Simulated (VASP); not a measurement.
A run of VASP 6.6.1 is set up as follows.

POSCAR

```
LiH
1.0
    0.0000000000      2.1951000000      2.1951000000
    2.1951000000      0.0000000000      2.1951000000
    2.1951000000      2.1951000000      0.0000000000
Li H
1 1
Direct
    0.0000000000      0.0000000000      0.0000000000
    0.5000000000      0.5000000000      0.5000000000
```

File INCAR.step1:

```
ALGO = Normal
EDIFF = 1E-5
ENCUT = 830
GGA = PE
GGA_COMPAT = False
ISMEAR = 0
LASPH = True
LCHARG = False
LREAL = False
LWAVE = True
NBANDS = 9
NELM = 120
PREC = Accurate
SIGMA = 0.05
```

INCAR.step2

```
ALGO = Normal
EDIFF = 1E-6
ENCUT = 830
GGA_COMPAT = False
ISIF = 2
ISMEAR = 0
ISTART = 1
LASPH = True
LCHARG = False
LMIXTAU = True
LREAL = False
LWAVE = False
METAGGA = R2SCAN
NBANDS = 9
NELM = 120
PREC = Accurate
SIGMA = 0.05
```

The input KPOINTS:

```
k-points
0
Gamma
  10 10 10
```

Potentials or basis: VASP PAW PBE potentials, release 64 (Li_sv, H).

The run is started by

```bash
$ cat potpaw_PBE.64/Li_sv/POTCAR potpaw_PBE.64/H/POTCAR > POTCAR
$ cp INCAR.step1 INCAR
$ mpirun -np 1 vasp_std > vasp.out
$ cp INCAR.step2 INCAR
$ mpirun -np 1 vasp_std > vasp.out
```

**Question.** What does it give for the pressure?

**Answer.** -6.5 GPa.

**Question.** Predict the band gap on the k mesh.

**Answer.** 3.68 eV.

Caveat: the cell differs from its parent crystal (strain +0.080 along x and y, +0.080 along z); the cell stands under tension; the PAW data sets were made with another functional, which shifts forces and pressure a little. A k mesh can miss the band edges.
